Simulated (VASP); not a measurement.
Runs of VASP 6.6.1 on RuCl. The structure is that of space group Fm-3m (No. 225), or close to it. The cells are those of the table. The cell was built from a structure type or drawn by symmetry, and may not be a known phase.

```csv
task,cell,k mesh,cutoff (eV),gap on the mesh (eV),pressure (GPa),moment (μB)
single point,"a = 3.965 Å, angles 60.0°, 2 atoms",6 × 6 × 6,520,none,(a),3.01
relaxation of cell and atoms,"relaxed from a = 3.965 Å, angles 60.0°, 2 atoms",6 × 6 × 6,600,none,-0.1,0.39
single point,"a = 3.590 Å, angles 60.0°, 2 atoms",20 × 20 × 20,520,none,0.2,1.23
single point,"a = 3.554 Å, angles 60.0°, 2 atoms",6 × 6 × 6,520,none,(b),0.39
```

Alike in all rows: level PBE; potentials or basis VASP PAW PBE potentials, release 64 (Ru_pv, Cl); spin collinear, ferromagnetic start; smearing gaussian 0.1 eV.

Estimate the missing entries.

(a) -5.9; (b) 0.1.

Caveats: some runs use coarse meshes; an empty level that is flat over the whole mesh can mark a ghost state of the potentials, or a narrow d or f band (at least some runs); the cell stands under tension (at least some runs).

A k mesh can miss the band edges, and the runs leave out spin-orbit coupling on Ru.

A gap of «none» marks levels without a gap at the run's occupations.
